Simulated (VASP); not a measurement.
Here is a VASP 6.6.1 calculation.

The input INCAR:

```
  PREC = Accurate
  ENCUT = 520
  EDIFF = 1E-6
  ISMEAR = 0
  SIGMA = 0.01
  LREAL = False
  LASPH = True
  NELM = 100
  ALGO = Normal
  ISIF = 2
  LWAVE = False
  LCHARG = False
  NBANDS = 26
```

Contents of KPOINTS:

```
regular mesh
0
Gamma
  12 12 6
```

POSCAR

```
GaN
1.0
    3.1831494038      0.0000000000      0.0000000000
   -1.5915747019      2.7566882477      0.0000000000
    0.0000000000      0.0000000000      5.1836255107
Ga N
2 2
Direct
    0.3333333333      0.6666666667     -0.0008868064
    0.6666666667      0.3333333333      0.4991131936
    0.3333333333      0.6666666667      0.3758868064
    0.6666666667      0.3333333333      0.8758868064
```

Potentials or basis: VASP PAW LDA potentials, release 64 (Ga_d, N).

Launch:

```sh
$ cat potpaw_LDA.64/Ga_d/POTCAR potpaw_LDA.64/N/POTCAR > POTCAR
$ mpirun -np 1 vasp_std > vasp.out
```

**Question.** What does it give for the band gap on the k mesh?

**Answer.** 1.96 eV.

**Question.** Predict the pressure.

**Answer.** -4.4 GPa.

**Question.** Predict the largest force.

**Answer.** 0.007 eV/Å.

Forces in eV/Å, atoms in the order of the input:
```
Ga   0.000  0.000  0.007
Ga   0.000  0.000  0.007
N    0.000  0.000 -0.007
N    0.000  0.000 -0.007
```

Caveat: the cell stands under tension.
